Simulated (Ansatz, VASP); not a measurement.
# One calculation of MgO, two programs

```
Mg O
1.0
     3.00795    0.00000    0.00000
     0.00000    3.00795    0.00000
     0.00000    0.00000   18.12690
Mg O
2 2
Cartesian
  0.0000 0.0000 8.0295
  1.5040 1.5040 10.0974
  1.5040 1.5040 7.9697
  0.0000 0.0000 10.1572
```

Alike in both runs: functional PBE; k mesh 10 × 10 × 1; occupations fermi-dirac, width 0.02 eV; no spin polarisation.

Ansatz relaxed the structure, and its values are those at the end. VASP's run is a single point on that final structure, the one shown.

|  | VASP | Ansatz |
| --- | --- | --- |
| version | VASP 6.6.1 | Ansatz 0.2.0 |
| potentials or method | VASP PAW PBE potentials, release 64 (Mg, O), cutoff 520 eV | all-electron LAPW, scalar-relativistic |

```csv
,VASP,Ansatz,Ansatz less VASP
gap on the k mesh at the Fermi level (eV),3.28,3.30,+0.013
rms of the force components (eV/Å),0.012,0.003,-0.0090
```

Ansatz ran all-electron here, and VASP with PAW potentials.
